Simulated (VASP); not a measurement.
NaMoO3: single point with LDA

NaMoO3:

```
Na Mo O
1.0
     3.94888    0.00000    0.00000
     0.00000    3.94888    0.00000
     0.00000    0.00000    3.94888
Na Mo O
1 1 3
Direct
  0.50000 0.50000 0.50000
  0.00000 0.00000 0.00000
  0.50000 0.00000 0.00000
  0.00000 0.50000 0.00000
  0.00000 0.00000 0.50000
```

| Quantity | Value |
| --- | --- |
| Program | VASP 6.6.1 |
| Task | single point |
| Functional | LDA |
| Potentials or basis | VASP PAW LDA potentials, release 64 (Na_pv, Mo_sv, O) |
| Cutoff | 520 eV |
| k mesh | 6 × 6 × 6 |
| Occupations | fermi-dirac, width 0.1 eV |
| Spin | no spin polarisation |
| Dipole correction | no |
| Further INCAR settings | ALGO = Normal; EDIFF = 1e-06; NBANDS = 28 |

The pressure is -16.0 GPa.

Levels at points of the mesh, in eV from the Fermi level:
| k point | band 17 | band 18 | band 19 | band 20 | band 21 | band 22 |
| --- | --- | --- | --- | --- | --- | --- |
| (0.00, 0.00, 0.00) | -2.69 | -2.69 | -2.69 | -1.26 | -1.26 | -1.26 |
| (0.50, 0.00, 0.00) | -3.28 | -2.76 | -2.76 | -1.21 | 1.48 | 1.48 |
| (0.50, 0.50, 0.00) | -3.72 | -3.72 | -1.85 | 1.49 | 1.49 | 2.38 |
| (0.50, 0.50, 0.50) | -1.83 | -1.83 | -1.83 | 2.42 | 2.42 | 2.42 |

Run time: 45 s on 1 thread of Intel(R) Xeon(R) Platinum 8375C CPU @ 2.90GHz (Ice Lake), with other jobs on the host, peak memory 0.16 GiB.

Caveat: an odd number of electrons without spin polarisation forces a metal; a magnetic or distorted state may lie lower.
